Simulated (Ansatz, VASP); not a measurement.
## One calculation of BaZrO3, two programs

The input INCAR:

```
  ALGO = Normal
  EDIFF = 1E-6
  ENCUT = 600
  GGA = PS
  GGA_COMPAT = False
  ISIF = 2
  ISMEAR = 0
  LASPH = True
  LCHARG = False
  LREAL = False
  LWAVE = False
  NBANDS = 28
  NELM = 120
  PREC = Accurate
  SIGMA = 0.02
```

File KPOINTS:

```
k-points
0
Gamma
  6 6 6
```

File POSCAR:

```
BaZrO3
1.0
    4.1807189684      0.0000000000      0.0000000000
    0.0000000000      4.1807189684      0.0000000000
    0.0000000000      0.0000000000      4.1807189684
Ba Zr O
1 1 3
Direct
    0.0000000000      0.0000000000      0.0000000000
    0.5000000000      0.5000000000      0.5000000000
    0.5000000000      0.5000000000      0.0000000000
    0.0000000000      0.5000000000      0.5000000000
    0.5000000000      0.0000000000      0.5000000000
```

Input for Ansatz:

```yaml
crystal:
  lattice:
    - [4.1807189684, 0.0, 0.0]
    - [0.0, 4.1807189684, 0.0]
    - [0.0, 0.0, 4.1807189684]
  atoms:
    - { symbol: Ba, position: [0.0, 0.0, 0.0] }
    - { symbol: Zr, position: [0.5, 0.5, 0.5] }
    - { symbol: O, position: [0.5, 0.5, 0.0] }
    - { symbol: O, position: [0.0, 0.5, 0.5] }
    - { symbol: O, position: [0.5, 0.0, 0.5] }
basis:
  ecutwfc: 420
kpoints:
  mp_grid: { grid: [6, 6, 6] }
  band_path:
    path:
      - [[0.0, 0.0, 0.0], [0.0, 0.5, 0.0], [0.5, 0.5, 0.0], [0.0, 0.0, 0.0], [0.5, 0.5, 0.5], [0.0, 0.5, 0.0]]
      - [[0.5, 0.5, 0.5], [0.5, 0.5, 0.0]]
    npoints: 10
hamiltonian:
  xc: pbesol
  pseudopotentials: { kind: paw, azcp: { folder: soft_1 } }
scf:
  occupations: { method: gaussian, width: 0.02 }
  n_extra_bands: 8
output:
  forces: true
  stress: true
  eigenvalues: true
```

Alike in both runs: task single point; functional PBEsol; k mesh 6 × 6 × 6; occupations gaussian, width 0.02 eV; no spin polarisation.

|  | VASP | Ansatz |
| --- | --- | --- |
| version | VASP 6.6.1 | Ansatz 0.2.0 |
| potentials or method | VASP PAW PBE potentials, release 64 (Ba_sv, Zr_sv, O), cutoff 600 eV | scalar-relativistic, plane waves, PAW |
| valence electrons in the cell | 40 | 40 |

|  | VASP | Ansatz | Ansatz less VASP |
| --- | --- | --- | --- |
| gap on the k mesh at the Fermi level (eV) | 3.12 | 3.18 | +0.058 |
| least direct gap on the mesh (eV) | 3.34 | 3.36 | +0.024 |
| pressure (GPa) | 1.0 | 0.0 | -1.03 |

VASP's potentials were made for PBE, not for PBEsol, and Ansatz warns of the same on its side.

Spin-orbit coupling is off throughout.
